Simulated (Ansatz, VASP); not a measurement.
**BaTiO3 in VASP and in Ansatz**

```xyz
5
Lattice="4.0206 0.0000 0.0000 0.0000 4.0206 0.0000 0.0000 0.0000 4.0206" Properties=species:S:1:pos:R:3 pbc="T T T"
Ba    2.0103    2.0103    2.0103
Ti    0.0000    0.0000    0.0000
O     2.0103    0.0000    0.0000
O     0.0000    2.0103    0.0000
O     0.0000    0.0000    2.0103
```

Change from the starting cell: volume scaled by 1.01, PAW files.

Alike in both runs: task electric field gradients; functional PBE; k mesh 8 × 8 × 8; occupations fermi-dirac, width 0.05 eV; no spin polarisation.

```csv
,VASP,Ansatz
version,VASP 6.6.1,Ansatz 0.2.0
potentials or method,"VASP PAW PBE potentials, release 64 (Ba_sv, Ti_sv, O)","PAW with Ansatz's default frozen-core files, scalar-relativistic"
plane-wave cutoff (eV),520,420
valence electrons in the cell,40,40
```

|  | VASP | Ansatz | Ansatz less VASP |
| --- | --- | --- | --- |
| pressure (GPa) | 1.5 | -0.2 | -1.70 |
| size of Vzz on the site where it differs most (V/Å²) | 26.0 | 26.9 | +0.86 |

With one functional, cell and mesh, what is left measures potentials, basis and numerics.

Neither program's run includes spin-orbit coupling.
